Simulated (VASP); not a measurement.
# AlH7 (P4mm) in VASP: relaxation of cell and atoms with PBE

Aim: the relaxation of cell and atoms of AlH7 with PBE.

Program: VASP 6.6.1. These are calculated values, not measurements. Logs are shortened: lines on timing, memory, paths and dates and some standing lists are left out, and cuts for length are marked.

### 1 The cell of the first run

Symmetry: P4mm, No. 99, tetragonal system. The conventional cell has a = 3.393 Å, b = 3.393 Å, c = 8.441 Å, α = 90.00°, β = 90.00°, γ = 90.00°. Within 2.1 Å of Al (site symmetry 4mm) lie 5 H at 1.58 to 1.78 Å. H (site symmetry m) has 1 H at 0.74 Å within 1.0 Å. H (site symmetry 2mm) has 2 Al at 1.78 Å and 4 H at 2.40 Å within 2.4 Å. Within 2.1 Å of H (site symmetry 4mm) lie 1 Al at 1.58 Å.

### 2 Relaxation of cell and atoms, PBE

Input file INCAR:

```
PREC = Accurate ; ENCUT = 600
EDIFF = 1E-6 ; ISMEAR = 0
SIGMA = 0.02 ; LREAL = F
LASPH = T ; NELM = 100
ALGO = Normal ; ISIF = 3
LWAVE = F ; LCHARG = F
GGA = PE ; IBRION = 2
NSW = 100 ; EDIFFG = -0.01
```

Input file KPOINTS:

```
regular mesh
0
Gamma
  8 8 4
```

Input file POSCAR:

```
AlH7
1.0
    3.3929812236      0.0000000000      0.0000000000
    0.0000000000      3.3929812236      0.0000000000
    0.0000000000      0.0000000000      8.4411168382
Al H
1 7
Direct
    0.5000000000      0.5000000000      0.2115403895
    0.1095088197      0.5000000000      0.7277474348
    0.8904911803      0.5000000000      0.7277474348
    0.5000000000      0.1095088197      0.7277474348
    0.5000000000      0.8904911803      0.7277474348
    0.5000000000      0.0000000000      0.1465030653
    0.0000000000      0.5000000000      0.1465030653
    0.5000000000      0.5000000000      0.3990073307
```

Potentials or basis: VASP PAW PBE potentials, release 64 (Al, H).

Run with:

```console
$ cat potpaw_PBE.64/Al/POTCAR potpaw_PBE.64/H/POTCAR > POTCAR
$ mpirun -np 1 vasp_std > vasp.out
```

OUTCAR:

```text
PREC = Accurate
   ENCUT = 600
   EDIFF = 1E-6
   ISMEAR = 0
   LREAL = F
   LASPH = T
   NELM = 100
   ISIF = 3
   GGA = PE
   IBRION = 2
   NSW = 100
   EDIFFG = -0.01

 ion  position               nearest neighbor table
   1  0.500  0.500  0.212-   8 1.58   7 1.78   6 1.78   6 1.78   7 1.78
   2  0.110  0.500  0.728-   3 0.74
   3  0.890  0.500  0.728-   2 0.74
   4  0.500  0.110  0.728-   5 0.74
   5  0.500  0.890  0.728-   4 0.74
   6  0.500  0.000  0.147-   1 1.78   1 1.78
   7  0.000  0.500  0.147-   1 1.78   1 1.78
   8  0.500  0.500  0.399-   1 1.58

  LATTYP: Found a simple tetragonal cell.
 ALAT       =     3.3929812236
 C/A-ratio  =     2.4878171384

  Lattice vectors:

 A1 = (   3.3929812236,   0.0000000000,   0.0000000000)
 A2 = (   0.0000000000,   3.3929812236,   0.0000000000)
 A3 = (   0.0000000000,   0.0000000000,   8.4411168382)

Analysis of symmetry for initial positions (statically):
=====================================================================
 Subroutine PRICEL returns:
 Original cell was already a primitive cell.

 Routine SETGRP: Setting up the symmetry group for a
 simple tetragonal supercell.

 Subroutine GETGRP returns: Found  8 space group operations
 (whereof  8 operations were pure point group operations)
 out of a pool of 16 trial point group operations.

The static configuration has the point symmetry C_4v.

Analysis of symmetry for dynamics (positions and initial velocities):
=====================================================================
 Subroutine PRICEL returns:
 Original cell was already a primitive cell.

 Routine SETGRP: Setting up the symmetry group for a
 simple tetragonal supercell.

 Subroutine GETGRP returns: Found  8 space group operations
 (whereof  8 operations were pure point group operations)
 out of a pool of 16 trial point group operations.

The dynamic configuration has the point symmetry C_4v.

 Subroutine INISYM returns: Found  8 space group operations
 (whereof  8 operations are pure point group operations),
 and found     1 'primitive' translations

----------------------------------------------------------------------------------------

                                     Primitive cell

  volume of cell :      97.1769

  direct lattice vectors                    reciprocal lattice vectors
     3.392981224  0.000000000  0.000000000     0.294726064  0.000000000  0.000000000
     0.000000000  3.392981224  0.000000000     0.000000000  0.294726064  0.000000000
     0.000000000  0.000000000  8.441116838     0.000000000  0.000000000  0.118467736

  length of vectors
     3.392981224  3.392981224  8.441116838     0.294726064  0.294726064  0.118467736

  position of ions in fractional coordinates (direct lattice)
     0.500000000  0.500000000  0.211540390
     0.109508820  0.500000000  0.727747435
     0.890491180  0.500000000  0.727747435
     0.500000000  0.109508820  0.727747435
     0.500000000  0.890491180  0.727747435
     0.500000000  0.000000000  0.146503065
     0.000000000  0.500000000  0.146503065
     0.500000000  0.500000000  0.399007331

  ion indices of the primitive-cell ions
   primitive index   ion index
                 1           1
                 2           2
                 3           3
                 4           4
                 5           5
                 6           6
                 7           7
                 8           8

----------------------------------------------------------------------------------------

 KPOINTS: regular mesh

Automatic generation of k-mesh.
 Grid dimensions read from file:
 generate k-points for:    8    8    4

 Generating k-lattice:

  Cartesian coordinates                     Fractional coordinates (reciprocal lattice)
     0.036840758  0.000000000  0.000000000     0.125000000  0.000000000  0.000000000
     0.000000000  0.036840758  0.000000000     0.000000000  0.125000000  0.000000000
     0.000000000  0.000000000  0.029616934     0.000000000  0.000000000  0.250000000

  Length of vectors
     0.036840758  0.036840758  0.029616934

  Shift w.r.t. Gamma in fractional coordinates (k-lattice)
     0.000000000  0.000000000  0.000000000

 Subroutine IBZKPT returns following result:
 ===========================================

 Found     45 irreducible k-points:

 Following reciprocal coordinates:
            Coordinates               Weight
  0.000000  0.000000  0.000000      1.000000
  0.125000  0.000000  0.000000      4.000000
  0.250000  0.000000  0.000000      4.000000
  0.375000  0.000000  0.000000      4.000000
  0.500000  0.000000  0.000000      2.000000
  0.125000  0.125000  0.000000      4.000000
[... 16 lines left out ...]
  0.375000  0.125000  0.250000     16.000000
  0.500000  0.125000  0.250000      8.000000
 [... further k-points ...]
   k-points           NKPTS =     45   k-points in BZ     NKDIM =     45   number of bands    NBANDS=     10
   number of dos      NEDOS =    301   number of ions     NIONS =      8
   total plane-waves  NPLWV =  54880
   dimension x,y,z NGX =    28 NGY =   28 NGZ =   70
   dimension x,y,z NGXF=    56 NGYF=   56 NGZF=  140
   ions per type =               1   7
   NGX,Y,Z   is equivalent  to a cutoff of  13.72, 13.72, 13.79 a.u.
   NGXF,Y,Z  is equivalent  to a cutoff of  27.44, 27.44, 27.57 a.u.
 SYSTEM =  unknown system
   PREC   = accura    normal or accurate (medium, high low for compatibility)
   ISTART =      0    job   : 0-new  1-cont  2-samecut
   ICHARG =      2    charge: 1-file 2-atom 10-const
   ISPIN  =      1    spin polarized calculation?
   LNONCOLLINEAR =      F non collinear calculations
   LSORBIT =      F    spin-orbit coupling
   LASPH  =      T    aspherical Exc in radial PAW
   ENCUT  =  600.0 eV  44.10 Ry    6.64 a.u.   6.78  6.78 16.86*2*pi/ulx,y,z
   NELM   =    100;   NELMIN=  2; NELMDL= -5     # of ELM steps
   EDIFF  = 0.1E-05   stopping-criterion for ELM
   LREAL  =      F    real-space projection
   EDIFFG = -.1E-01   stopping-criterion for IOM
   NSW    =    100    number of steps for IOM
   IBRION =      2    ionic relax: 0-MD 1-quasi-New 2-CG
   NFREE  =      1    steps in history (QN), initial steepest desc. (CG)
   ISIF   =      3    stress and relaxation
   ISYM   =      2    0-nonsym 1-usesym 2-fastsym
   POTIM  = 0.5000    time-step for ionic-motion
   TEBEG  =    0.0;   TEEND  =   0.0 temperature during run
   PSTRESS=    0.0 pullay stress
   NELECT =      10.0000    total number of electrons
   NUPDOWN=      -1.0000    fix difference up-down
   EMIN   =  10.00;   EMAX   =-10.00  energy-range for DOS
   EFERMI =   0.00;   METHOD = LEGACY
   ISMEAR =     0;   SIGMA  =   0.02  broadening in eV -4-tet -1-fermi 0-gaus
   EFERMI_NEDOS =   21; number of points for ismear=-14 and -15
   IALGO  =     38    algorithm
   IMIX   =      4    mixing-type and parameters
     AMIX     =   0.40;   BMIX     =  1.00
     AMIX_MAG =   1.60;   BMIX_MAG =  1.00
  volume/ion in A,a.u.               =      12.15        81.97
  Fermi-wavevector in a.u.,A,eV,Ry     =   0.767162  1.449726  8.007544  0.588538
  Thomas-Fermi vector in A             =   1.867659
   LORBIT       =      0    0 simple, 1 ext, 2 COOP (PROOUT), +10 PAW based schemes
   GGA     = PE    functional components
   LHFCALC =     F    Hartree Fock is set to
   AEXX    =    0.0000 exact exchange contribution
   IVDW    =     0    specifies the selected vdW correction
   LEPSILON=     F    determine dielectric tensor
   LRPA    =     F    only Hartree local field effects (RPA)
 conjugate gradient relaxation of ions
 non-spin polarized calculation
 Gauss-broadening in eV      SIGMA  =   0.02
  energy-cutoff  :      600.00
  volume of cell :       97.18
 maximum number of plane-waves:      3288
 NGX is ok and might be reduce to    28
   NGX = 13   NGY = 13   NGZ = 33

--------------------------------------- Ionic step        1  -------------------------------------------

 number of electron      10.0000000 magnetization

 number of electron       9.9999998 magnetization

 Free energy of the ion-electron system (eV)
  ---------------------------------------------------
  ext. energy  EPLUGINS =         0.00000000
  ---------------------------------------------------
  free energy    TOTEN  =       -26.67870273 eV

  energy without entropy =      -26.67870273  energy(sigma->0) =      -26.67870273

------------------------ aborting loop because EDIFF is reached ----------------------------------------

  FORCE on cell =-STRESS in cart. coord.  units (eV):
  Direction    XX          YY          ZZ          XY          YZ          ZX
  --------------------------------------------------------------------------------------
  -------------------------------------------------------------------------------------
  Total       -0.0461027     -0.0461027     -0.0018496      0.0000000      0.0000000      0.0000000
  in kB       -0.7601057     -0.7601057     -0.0304952      0.0000000      0.0000000      0.0000000
  external PRESSURE =      -0.5169022 kB  Pullay stress =       0.0000000 kB
[... 69 lines left out ...]
  energy  without entropy=      -26.6786431893  energy(sigma->0) =      -26.67864319

--------------------------------------- Ionic step        3  -------------------------------------------

 number of electron       9.9999998 magnetization

 Free energy of the ion-electron system (eV)
  ---------------------------------------------------
  ext. energy  EPLUGINS =         0.00000000
  ---------------------------------------------------
  free energy    TOTEN  =       -26.67871922 eV

  energy without entropy =      -26.67871922  energy(sigma->0) =      -26.67871922

 E-fermi :  -2.3283     XC(G=0):  -6.1661

 val. band max:       -2.4164396045   @ k =   0.0000   0.0000   0.0000
 cond. band min:      -0.8903750835   @ k =   0.5000   0.5000   0.5000
 fundamental gap:      1.5260645210
 Fermi energy:        -2.3282691248

 k-point     1 :       0.0000    0.0000    0.0000
  band No.  band energies     occupation
      1     -10.0706      2.00000
      2      -9.5466      2.00000
      3      -4.8662      2.00000
      4      -4.5687      2.00000
      5      -2.4164      2.00000
      6       1.9648      0.00000
      7       3.7622      0.00000
      8       3.7895      0.00000
      9       3.7895      0.00000
     10       6.6353      0.00000
[... 287 lines left out ...]
 k-point    24 :       0.5000    0.1250    0.2500
  band No.  band energies     occupation
      1      -7.7331      2.00000
      2      -7.4562      2.00000
      3      -7.1576      2.00000
      4      -6.4266      2.00000
      5      -3.8732      2.00000
      6       2.2645      0.00000
      7       2.6364      0.00000
      8       4.2663      0.00000
      9       5.0921      0.00000
     10       5.6018      0.00000

 [... further k-points ...]
[... 5 lines left out ...]
  --------------------------------------------------------------------------------------
  -------------------------------------------------------------------------------------
  Total       -0.0272846     -0.0272846      0.0001159      0.0000000     -0.0000000      0.0000000
  in kB       -0.4499280     -0.4499280      0.0019120      0.0000000     -0.0000000      0.0000000
  external PRESSURE =      -0.2993147 kB  Pullay stress =       0.0000000 kB
[... 23 lines left out ...]
  FREE ENERGIE OF THE ION-ELECTRON SYSTEM (eV)
  ---------------------------------------------------
  free  energy   TOTEN  =       -26.6787192172 eV

  energy  without entropy=      -26.6787192172  energy(sigma->0) =      -26.67871922

 reached required accuracy - stopping structural energy minimisation
```

It took 1.7 min on 1 thread of AMD EPYC 7R13 (Zen 3), shared host; peak memory 0.2 GiB.

What came out:

- Free energy: -26.6787 eV
- Relaxed volume: 12.14 Å³/atom
- Relaxed cell: a = 3.393 Å, b = 3.393 Å, c = 8.441 Å, α = 90.00°, β = 90.00°, γ = 90.00°
- Space group after relaxing (to 0.05 Å): P4mm (No. 99)
- Energy gained by relaxing: 0.0 meV/atom
- Ionic steps: 3
- Pressure after relaxing: 0.0 GPa
- Largest force after relaxing: 0.004 eV/Å
- Band gap on the k mesh: 1.53 eV, indirect (least direct gap 3.67 eV)

Forces on the atoms (eV/Å):
```
Al   0.000  0.000  0.000
H    0.004  0.000  0.000
H   -0.004  0.000  0.000
H    0.000  0.004  0.000
H    0.000 -0.004  0.000
H    0.000  0.000 -0.001
H    0.000  0.000 -0.001
H    0.000  0.000  0.001
```

Final structure:
```cif
data_structure
_symmetry_space_group_name_H-M 'P 1'
_symmetry_Int_Tables_number 1
_cell_length_a 3.3927
_cell_length_b 3.3927
_cell_length_c 8.4411
_cell_angle_alpha 90.000
_cell_angle_beta 90.000
_cell_angle_gamma 90.000
_cell_volume 97.16
loop_
_atom_site_label
_atom_site_type_symbol
_atom_site_fract_x
_atom_site_fract_y
_atom_site_fract_z
_atom_site_occupancy
Al1 Al 0.50000 0.50000 0.21154 1
H1 H 0.10942 0.50000 0.72775 1
H2 H 0.89058 0.50000 0.72775 1
H3 H 0.50000 0.10942 0.72775 1
H4 H 0.50000 0.89058 0.72775 1
H5 H 0.50000 0.00000 0.14650 1
H6 H 0.00000 0.50000 0.14650 1
H7 H 0.50000 0.50000 0.39901 1
```

Levels at points of the mesh, in eV from the valence-band top:
```tsv
k point	band 2	band 3	band 4	band 5	band 6	band 7	band 8	band 9
(0.00, 0.00, 0.00)	-7.13	-2.45	-2.15	0.00	4.38	6.18	6.21	6.21
(0.50, 0.00, 0.00)	-5.12	-4.80	-4.10	-1.50	4.83	5.92	7.64	7.66
(0.50, 0.50, 0.00)	-4.41	-3.37	-3.37	-2.38	1.59	3.55	4.72	6.63
(0.00, 0.00, 0.50)	-7.17	-2.39	-2.15	0.00	3.77	6.21	6.21	7.44
(0.50, 0.00, 0.50)	-5.17	-4.79	-4.11	-1.47	4.98	5.82	7.45	7.66
(0.50, 0.50, 0.50)	-4.41	-3.37	-3.37	-2.38	1.53	3.70	4.74	6.74
```
